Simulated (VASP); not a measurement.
# MgF2 (P4_2/mnm) in VASP: a series of runs

Runs on MgF2. Level: HSE06. Tasks: single point.

Program: VASP 6.6.1. These are calculated values, not measurements. Logs are shortened: lines on timing, memory, paths and dates and some standing lists are left out, and cuts for length are marked.

## Step 1: The cell of the first run

It takes space group P4_2/mnm (No. 136, tetragonal). The conventional cell has a = 4.530 Å, b = 4.530 Å, c = 3.088 Å, α = 90.00°, β = 90.00°, γ = 90.00°. Within 2.6 Å of Mg (site symmetry mmm) lie 6 F at 1.94 to 1.99 Å. F (site symmetry m2m) has 3 Mg at 1.94 to 1.99 Å and 1 F at 2.52 Å within 2.6 Å.

## Step 2: Single point, HSE06 (epitaxial xy strain -2.0%)

Contents of POSCAR:

```
MgF2
1.0
    4.5295756747      0.0000000000      0.0000000000
    0.0000000000      4.5295756747      0.0000000000
    0.0000000000      0.0000000000      3.0879243817
Mg F
2 4
Direct
    0.0000000000      0.0000000000      0.0000000000
    0.5000000000      0.5000000000      0.5000000000
    0.3034612299      0.3034612299      0.0000000000
    0.1965387701      0.8034612299      0.5000000000
    0.8034612299      0.1965387701      0.5000000000
    0.6965387701      0.6965387701      0.0000000000
```

Contents of INCAR.step1:

```
PREC     = Accurate       # precision mode
ENCUT    = 520            # plane-wave cutoff, eV
EDIFF    = 1E-5           # SCF threshold, eV
ISMEAR   = 0              # smearing method
SIGMA    = 0.01           # smearing width, eV
LREAL    = False          # projectors in reciprocal space
LASPH    = True           # aspherical terms in the spheres
NELM     = 120            # most SCF steps
ALGO     = Normal         # electronic algorithm
ISIF     = 2              # what is computed and relaxed
LWAVE    = True           # write WAVECAR
NBANDS   = 25             # bands
GGA      = PE             # functional
GGA_COMPAT= False        
KPAR     = 4
```

Contents of INCAR.step2:

```
PREC     = Accurate       # precision mode
ENCUT    = 520            # plane-wave cutoff, eV
EDIFF    = 1E-6           # SCF threshold, eV
ISMEAR   = 0              # smearing method
SIGMA    = 0.01           # smearing width, eV
LREAL    = False          # projectors in reciprocal space
LASPH    = True           # aspherical terms in the spheres
NELM     = 120            # most SCF steps
ALGO     = Normal         # electronic algorithm
ISIF     = 2              # what is computed and relaxed
LWAVE    = False          # write WAVECAR
LCHARG   = True           # write CHGCAR
GGA      = PE             # functional
LHFCALC  = True           # exact exchange
HFSCREEN = 0.2079         # screening, 1/A
PRECFOCK = Normal       
LVHAR    = True         
NBANDS   = 25             # bands
ISTART   = 1            
GGA_COMPAT= False        
KPAR     = 4
```

Contents of KPOINTS:

```
regular mesh
0
Gamma
  4 4 6
```

Potentials or basis: VASP PAW PBE potentials, release 64 (Mg, F).

Started as:

```console
> cat potpaw_PBE.64/Mg/POTCAR potpaw_PBE.64/F/POTCAR > POTCAR
> cp INCAR.step1 INCAR
> mpirun -np 4 vasp_std > vasp.out
> cp INCAR.step2 INCAR
> mpirun -np 4 vasp_std > vasp.out
```

OUTCAR:

```text
PREC = Accurate
   ENCUT = 520
   EDIFF = 1E-6
   ISMEAR = 0
   LREAL = False
   LASPH = True
   NELM = 120
   ISIF = 2
   GGA = PE
   LHFCALC = True
   HFSCREEN = 0.2079
   PRECFOCK = Normal
   ISTART = 1

 ion  position               nearest neighbor table
   1  0.000  0.000  0.000-   3 1.94   6 1.94   5 1.99   4 1.99   4 1.99   5 1.99   2 3.56   2 3.56
                             2 3.56   2 3.56   2 3.56   2 3.56   2 3.56   2 3.56
   2  0.500  0.500  0.500-   4 1.94   5 1.94   3 1.99   6 1.99   3 1.99   6 1.99   1 3.56   1 3.56
                             1 3.56   1 3.56   1 3.56   1 3.56   1 3.56   1 3.56
   3  0.303  0.303  0.000-   1 1.94   2 1.99   2 1.99
   4  0.197  0.803  0.500-   2 1.94   1 1.99   1 1.99
   5  0.803  0.197  0.500-   2 1.94   1 1.99   1 1.99
   6  0.697  0.697  0.000-   1 1.94   2 1.99   2 1.99

  LATTYP: Found a simple tetragonal cell.
 ALAT       =     4.5295756747
 C/A-ratio  =     0.6817248686

  Lattice vectors:

 A1 = (   4.5295756747,   0.0000000000,   0.0000000000)
 A2 = (   0.0000000000,   4.5295756747,   0.0000000000)
 A3 = (   0.0000000000,   0.0000000000,   3.0879243817)

Analysis of symmetry for initial positions (statically):
=====================================================================
 Subroutine PRICEL returns:
 Original cell was already a primitive cell.

 Routine SETGRP: Setting up the symmetry group for a
 simple tetragonal supercell.

 Subroutine GETGRP returns: Found 16 space group operations
 (whereof  8 operations were pure point group operations)
 out of a pool of 16 trial point group operations.

The static configuration has the point symmetry D_2h.
 The point group associated with its full space group is D_4h.

Analysis of symmetry for dynamics (positions and initial velocities):
=====================================================================
 Subroutine PRICEL returns:
 Original cell was already a primitive cell.

 Routine SETGRP: Setting up the symmetry group for a
 simple tetragonal supercell.

 Subroutine GETGRP returns: Found 16 space group operations
 (whereof  8 operations were pure point group operations)
 out of a pool of 16 trial point group operations.

The dynamic configuration has the point symmetry D_2h.
 The point group associated with its full space group is D_4h.

 Subroutine INISYM returns: Found 16 space group operations
 (whereof  8 operations are pure point group operations),
 and found     1 'primitive' translations

----------------------------------------------------------------------------------------

                                     Primitive cell

  volume of cell :      63.3551

  direct lattice vectors                    reciprocal lattice vectors
     4.529575675  0.000000000  0.000000000     0.220771232  0.000000000  0.000000000
     0.000000000  4.529575675  0.000000000     0.000000000  0.220771232  0.000000000
     0.000000000  0.000000000  3.087924382     0.000000000  0.000000000  0.323842127

  length of vectors
     4.529575675  4.529575675  3.087924382     0.220771232  0.220771232  0.323842127

  position of ions in fractional coordinates (direct lattice)
     0.000000000  0.000000000  0.000000000
     0.500000000  0.500000000  0.500000000
     0.303461230  0.303461230  0.000000000
     0.196538770  0.803461230  0.500000000
     0.803461230  0.196538770  0.500000000
     0.696538770  0.696538770  0.000000000

  ion indices of the primitive-cell ions
   primitive index   ion index
                 1           1
                 2           2
                 3           3
                 4           4
                 5           5
                 6           6

----------------------------------------------------------------------------------------

 KPOINTS: regular mesh

Automatic generation of k-mesh.
 Grid dimensions read from file:
 generate k-points for:    4    4    6

 Generating k-lattice:

  Cartesian coordinates                     Fractional coordinates (reciprocal lattice)
     0.055192808  0.000000000  0.000000000     0.250000000  0.000000000  0.000000000
     0.000000000  0.055192808  0.000000000     0.000000000  0.250000000  0.000000000
     0.000000000  0.000000000  0.053973688     0.000000000  0.000000000  0.166666667

  Length of vectors
     0.055192808  0.055192808  0.053973688

  Shift w.r.t. Gamma in fractional coordinates (k-lattice)
     0.000000000  0.000000000  0.000000000

 Subroutine IBZKPT returns following result:
 ===========================================

 Found     24 irreducible k-points:

 Following reciprocal coordinates:
            Coordinates               Weight
  0.000000  0.000000  0.000000      1.000000
  0.250000  0.000000  0.000000      4.000000
  0.500000  0.000000  0.000000      2.000000
  0.250000  0.250000  0.000000      4.000000
  0.500000  0.250000  0.000000      4.000000
  0.500000  0.500000  0.000000      1.000000
[... 16 lines left out ...]
  0.500000  0.250000  0.500000      4.000000
[... 30 lines left out ...]
   NELECT =      32.0000    total number of electrons
   NUPDOWN=      -1.0000    fix difference up-down
   EMIN   =  10.00;   EMAX   =-10.00  energy-range for DOS
   EFERMI =   0.00;   METHOD = LEGACY
   ISMEAR =     0;   SIGMA  =   0.01  broadening in eV -4-tet -1-fermi 0-gaus
   EFERMI_NEDOS =   21; number of points for ismear=-14 and -15
   IALGO  =     38    algorithm
   IMIX   =      1    mixing-type and parameters
     AMIX     =   0.40;   BMIX     =  1.00
     AMIX_MAG =   1.60;   BMIX_MAG =  1.00
  volume/ion in A,a.u.               =      10.56        71.26
  Fermi-wavevector in a.u.,A,eV,Ry     =   1.303760  2.463749 23.127042  1.699790
  Thomas-Fermi vector in A             =   2.434741
   LORBIT       =      0    0 simple, 1 ext, 2 COOP (PROOUT), +10 PAW based schemes
   GGA     = PE    functional components
   LHFCALC =     T    Hartree Fock is set to
   PRECFOCK=normal    Normal, Fast or Accurate (Low or Medium for compatibility)
   ENCUT4O =  -1.0   cutoff for four orbital integrals eV
   NKREDX  =     1    reduce k-point grid by
   NKREDY  =     1    reduce k-point grid by
   NKREDZ  =     1    reduce k-point grid by
   AEXX    =    0.2500 exact exchange contribution
   HFSCREEN=    0.2079 screening length (either q_TF or 0.3 A-1)
   HFSCREENC=   0.2079 screening length for correlation (either q_TF or 0.3 A-1)
   ENCUTFOCK=  -1.0 apply spherical cutoff to Coloumb kernel
   IVDW    =     0    specifies the selected vdW correction
   LEPSILON=     F    determine dielectric tensor
   LRPA    =     F    only Hartree local field effects (RPA)
 non-spin polarized calculation
 Gauss-broadening in eV      SIGMA  =   0.01
  energy-cutoff  :      520.00
  volume of cell :       63.36
 maximum number of plane-waves:      1724
 NGX is ok and might be reduce to    36
  NGX = 28; NGY = 28; NGZ = 18

 number of electron      32.0000034 magnetization

 Free energy of the ion-electron system (eV)
  ---------------------------------------------------
  ext. energy  EPLUGINS =         0.00000000
  ---------------------------------------------------
  free energy    TOTEN  =       -38.26310258 eV

  energy without entropy =      -38.26310258  energy(sigma->0) =      -38.26310258

 E-fermi :  -2.7203     XC(G=0):  -8.0998

 val. band max:       -2.7934207155   @ k =   0.0000   0.0000   0.0000
 cond. band min:       6.7624914157   @ k =   0.0000   0.0000   0.0000
 fundamental gap:      9.5559121311
 Fermi energy:        -2.7202679225

 k-point     1 :       0.0000    0.0000    0.0000
  band No.  band energies     occupation
      1     -25.1991      2.00000
      2     -24.2812      2.00000
      3     -24.2812      2.00000
      4     -24.2011      2.00000
      5      -7.0392      2.00000
      6      -5.4797      2.00000
[... 17 lines left out ...]
     24      19.0288      0.00000
     25      19.0288      0.00000

 k-point     2 :       0.2500    0.0000    0.0000
  band No.  band energies     occupation
      1     -25.0875      2.00000
      2     -24.4753      2.00000
      3     -24.2536      2.00000
      4     -24.1601      2.00000
      5      -6.7990      2.00000
      6      -5.5533      2.00000
[... 17 lines left out ...]
     24      18.4268      0.00000
     25      19.0006      0.00000
[... 586 lines left out ...]
     24      15.5950      0.00000
     25      17.5454      0.00000

 k-point    24 :       0.5000    0.5000    0.5000
  band No.  band energies     occupation
      1     -24.4937      2.00000
      2     -24.4937      2.00000
      3     -24.2663      2.00000
      4     -24.2663      2.00000
      5      -6.7671      2.00000
      6      -6.7671      2.00000
[... 17 lines left out ...]
     24      15.1304      0.00000
     25      18.1977      0.00000

------------------------ aborting loop because EDIFF is reached ----------------------------------------

  FORCE on cell =-STRESS in cart. coord.  units (eV):
  Direction    XX          YY          ZZ          XY          YZ          ZX
  --------------------------------------------------------------------------------------
  -------------------------------------------------------------------------------------
  Total        1.9704521      1.9704521      0.2576639      0.0000000      0.0000000      0.0000000
  in kB       49.8304461     49.8304461      6.5160220      0.0000000      0.0000000      0.0000000
  external PRESSURE =      35.3923047 kB  Pullay stress =       0.0000000 kB

 VOLUME and BASIS-vectors are now :
 -----------------------------------------------------------------------------
  energy-cutoff  :      520.00
  volume of cell :       63.36
      direct lattice vectors                 reciprocal lattice vectors
     4.529575675  0.000000000  0.000000000     0.220771232  0.000000000  0.000000000
     0.000000000  4.529575675  0.000000000     0.000000000  0.220771232  0.000000000
     0.000000000  0.000000000  3.087924382     0.000000000  0.000000000  0.323842127

 POSITION                                       TOTAL-FORCE (eV/Angst)
 -----------------------------------------------------------------------------------
      0.00000      0.00000      0.00000         0.000000      0.000000      0.000000
      2.26479      2.26479      1.54396         0.000000      0.000000      0.000000
      1.37455      1.37455      0.00000         0.008381      0.008381      0.000000
      0.89024      3.63934      1.54396        -0.008381      0.008381      0.000000
      3.63934      0.89024      1.54396         0.008381     -0.008381     -0.000000
      3.15503      3.15503      0.00000        -0.008381     -0.008381      0.000000
 -----------------------------------------------------------------------------------
    total drift:                                0.000472      0.000477     -0.000003

  FREE ENERGIE OF THE ION-ELECTRON SYSTEM (eV)
  ---------------------------------------------------
  free  energy   TOTEN  =       -38.2631025798 eV

  energy  without entropy=      -38.2631025798  energy(sigma->0) =      -38.26310258
```

Run time: 28 min. Hardware: 4 MPI ranks of Intel Xeon Platinum 8375C at 2.90GHz (Ice Lake), shared host; peak memory 0.31 GiB.

What came out:

- Free energy: -38.2631 eV
- Pressure: 3.5 GPa
- Largest force: 0.012 eV/Å
- Band gap on the k mesh: 9.56 eV

Forces in eV/Å, atoms in the order of the input:
```
Mg   0.000  0.000  0.000
Mg   0.000  0.000  0.000
F    0.008  0.008  0.000
F   -0.008  0.008  0.000
F    0.008 -0.008  0.000
F   -0.008 -0.008  0.000
```

Levels at points of the mesh, in eV from the valence-band top:
```tsv
k point	band 13	band 14	band 15	band 16	band 17	band 18	band 19	band 20
(0.00, 0.00, 0.00)	-0.71	-0.26	-0.26	0.00	9.56	14.78	14.78	16.00
(0.50, 0.00, 0.00)	-1.00	-1.00	-0.38	-0.38	12.09	12.09	16.01	16.01
(0.50, 0.50, 0.00)	-0.91	-0.91	-0.79	-0.79	13.88	13.88	14.02	14.02
(0.00, 0.00, 0.50)	-1.27	-1.27	-0.91	-0.91	14.39	14.39	17.55	17.55
(0.50, 0.00, 0.50)	-0.71	-0.71	-0.69	-0.69	15.39	15.39	16.14	16.14
(0.50, 0.50, 0.50)	-0.64	-0.64	-0.45	-0.45	15.80	15.80	16.28	16.28
```

Caveat: the cell differs from its parent crystal (epitaxial xy strain -2.0%); the cell stands under pressure; the PAW data sets were made with another functional, which shifts forces and pressure a little.

## Step 3: Single point, HSE06 (epitaxial xy strain +3.0%)

Contents of POSCAR:

```
MgF2
1.0
    4.7606764744      0.0000000000      0.0000000000
    0.0000000000      4.7606764744      0.0000000000
    0.0000000000      0.0000000000      2.9954670586
Mg F
2 4
Direct
    0.0000000000      0.0000000000      0.0000000000
    0.5000000000      0.5000000000      0.5000000000
    0.3034110595      0.3034110595      0.0000000000
    0.1965889405      0.8034110595      0.5000000000
    0.8034110595      0.1965889405      0.5000000000
    0.6965889405      0.6965889405      0.0000000000
```

Contents of INCAR.step1:

```
SYSTEM = MgF2
PREC = Accurate ; ENCUT = 520
EDIFF = 1E-5 ; ISMEAR = 0
SIGMA = 0.01 ; LREAL = .False.
LASPH = .True. ; NELM = 120
ALGO = Normal ; ISIF = 2
LWAVE = .True. ; NBANDS = 25
GGA = PE ; GGA_COMPAT = .False.
KPAR = 4
```

Contents of INCAR.step2:

```
SYSTEM = MgF2
PREC = Accurate ; ENCUT = 520
EDIFF = 1E-6 ; ISMEAR = 0
SIGMA = 0.01 ; LREAL = .False.
LASPH = .True. ; NELM = 120
ALGO = Normal ; ISIF = 2
LWAVE = .False. ; LCHARG = .True.
GGA = PE ; LHFCALC = .True.
HFSCREEN = 0.2079 ; PRECFOCK = Normal
LVHAR = .True. ; NBANDS = 25
ISTART = 1 ; GGA_COMPAT = .False.
KPAR = 4
```

Contents of KPOINTS:

```
Automatic mesh
0
Gamma
  4 4 6
  0 0 0
```

Potentials or basis: VASP PAW PBE potentials, release 64 (Mg, F).

Started as:

```console
> cat potpaw_PBE.64/Mg/POTCAR potpaw_PBE.64/F/POTCAR > POTCAR
> cp INCAR.step1 INCAR
> mpirun -np 4 vasp_std > vasp.out
> cp INCAR.step2 INCAR
> mpirun -np 4 vasp_std > vasp.out
```

Wall time 16 min (4 MPI ranks of Intel Xeon Platinum 8559C (Emerald Rapids), shared host); peak memory 0.31 GiB.

Results (log left out):

- Free energy: -38.2594 eV
- Pressure: -2.9 GPa
- Largest force: 0.026 eV/Å
- Band gap on the k mesh: 9.17 eV

Forces in eV/Å, atoms in the order of the input:
```
Mg   0.000  0.000  0.000
Mg   0.000  0.000  0.000
F    0.018  0.018  0.000
F   -0.018  0.018  0.000
F    0.018 -0.018  0.000
F   -0.018 -0.018  0.000
```

Stress tensor (GPa, compression positive):
```
-4.62  0.00  0.00
 0.00 -4.62  0.00
 0.00  0.00  0.61
```

Levels at points of the mesh, in eV from the valence-band top:
```csv
k point,band 14,band 15,band 16,band 17,band 18,band 19
"(0.00, 0.00, 0.00)",-0.32,-0.32,0.00,9.17,14.49,14.49
"(0.50, 0.00, 0.00)",-0.85,-0.38,-0.38,11.56,11.56,15.79
"(0.50, 0.50, 0.00)",-0.91,-0.82,-0.82,13.25,13.25,13.41
"(0.00, 0.00, 0.50)",-1.07,-0.86,-0.86,14.18,14.18,17.40
"(0.50, 0.00, 0.50)",-0.74,-0.67,-0.67,14.93,14.93,15.82
"(0.50, 0.50, 0.50)",-0.63,-0.51,-0.51,15.28,15.28,15.52
```

Caveat: the cell differs from its parent crystal (epitaxial xy strain +3.0%); the PAW data sets were made with another functional, which shifts forces and pressure a little.

## Step 4: Single point, HSE06 (epitaxial xy strain -1.0%)

Contents of POSCAR:

```
MgF2
1.0
    4.5757958346      0.0000000000      0.0000000000
    0.0000000000      4.5757958346      0.0000000000
    0.0000000000      0.0000000000      3.0661825749
Mg F
2 4
Direct
    0.0000000000      0.0000000000      0.0000000000
    0.5000000000      0.5000000000      0.5000000000
    0.3031370265      0.3031370265      0.0000000000
    0.1968629735      0.8031370265      0.5000000000
    0.8031370265      0.1968629735      0.5000000000
    0.6968629735      0.6968629735      0.0000000000
```

Contents of INCAR.step1:

```
SYSTEM = MgF2
ALGO = Normal ; EDIFF = 1E-5
ENCUT = 520 ; GGA = PE
GGA_COMPAT = .False. ; ISIF = 2
ISMEAR = 0 ; KPAR = 4
LASPH = .True. ; LREAL = .False.
LWAVE = .True. ; NBANDS = 25
NELM = 120 ; PREC = Accurate
SIGMA = 0.01
```

Contents of INCAR.step2:

```
SYSTEM = MgF2
ALGO = Normal ; EDIFF = 1E-6
ENCUT = 520 ; GGA = PE
GGA_COMPAT = .False. ; HFSCREEN = 0.2079
ISIF = 2 ; ISMEAR = 0
ISTART = 1 ; KPAR = 4
LASPH = .True. ; LCHARG = .True.
LHFCALC = .True. ; LREAL = .False.
LVHAR = .True. ; LWAVE = .False.
NBANDS = 25 ; NELM = 120
PREC = Accurate ; PRECFOCK = Normal
SIGMA = 0.01
```

Contents of KPOINTS:

```
k-points
0
Gamma
  4 4 6
  0 0 0
```

Started as:

```console
> cat potpaw_PBE.64/Mg/POTCAR potpaw_PBE.64/F/POTCAR > POTCAR
> cp INCAR.step1 INCAR
> mpirun -np 4 vasp_std > vasp.out
> cp INCAR.step2 INCAR
> mpirun -np 4 vasp_std > vasp.out
```

Run time: 20 min. Hardware: 4 MPI ranks of AMD EPYC 7R13 (Zen 3), shared host; peak memory 0.29 GiB.

The run converged. Its results:

| Quantity | Value |
| --- | --- |
| Free energy | -38.2941 eV |
| Pressure | 2.1 GPa |
| Largest force | 0.014 eV/Å |
| Band gap on the k mesh | 9.48 eV |

Forces on the atoms (eV/Å):
```
Mg   0.000  0.000  0.000
Mg   0.000  0.000  0.000
F    0.010  0.010  0.000
F   -0.010  0.010  0.000
F    0.010 -0.010  0.000
F   -0.010 -0.010  0.000
```

Stress tensor (GPa, compression positive):
```
2.80 0.00 0.00
0.00 2.80 0.00
0.00 0.00 0.67
```

Levels at points of the mesh, in eV from the valence-band top:
| k point | band 12 | band 13 | band 14 | band 15 | band 16 | band 17 | band 18 | band 19 | band 20 | band 21 |
| --- | --- | --- | --- | --- | --- | --- | --- | --- | --- | --- |
| (0.00, 0.00, 0.00) | -1.25 | -0.70 | -0.28 | -0.28 | 0.00 | 9.48 | 14.73 | 14.73 | 16.08 | 17.07 |
| (0.50, 0.00, 0.00) | -1.38 | -0.98 | -0.98 | -0.38 | -0.38 | 11.99 | 11.99 | 15.98 | 15.98 | 18.34 |
| (0.50, 0.50, 0.00) | -1.31 | -0.93 | -0.93 | -0.81 | -0.81 | 13.78 | 13.78 | 13.88 | 13.88 | 20.15 |
| (0.00, 0.00, 0.50) | -1.39 | -1.24 | -1.24 | -0.90 | -0.90 | 14.36 | 14.36 | 17.53 | 17.53 | 17.96 |
| (0.50, 0.00, 0.50) | -1.36 | -0.73 | -0.73 | -0.69 | -0.69 | 15.31 | 15.31 | 16.09 | 16.09 | 18.44 |
| (0.50, 0.50, 0.50) | -1.36 | -0.65 | -0.65 | -0.47 | -0.47 | 15.75 | 15.75 | 16.06 | 16.06 | 17.24 |

Caveat: the cell differs from its parent crystal (epitaxial xy strain -1.0%); the PAW data sets were made with another functional, which shifts forces and pressure a little.

## Step 5: Overview

| cell | gap on the mesh (eV) | pressure (GPa) | largest force (eV/Å) |
| --- | --- | --- | --- |
| a = 4.530, b = 4.530, c = 3.088 Å, 6 atoms | 9.56 | 3.5 | 0.01 |
| a = 4.761, b = 4.761, c = 2.995 Å, 6 atoms | 9.17 | -2.9 | 0.03 |
| a = 4.576, b = 4.576, c = 3.066 Å, 6 atoms | 9.48 | 2.1 | 0.01 |

Alike in all rows: task single point; level HSE06; potentials or basis VASP PAW PBE potentials, release 64 (Mg, F); no spin polarisation; k mesh 4 × 4 × 6; cutoff (eV) 520; smearing gaussian 0.01 eV.

Caveats: the PAW data sets were made with another functional, which shifts forces and pressure a little; the cell stands under pressure (at least some runs).

Total energies depend on the potentials used, so only differences within one code and one set of settings carry meaning.
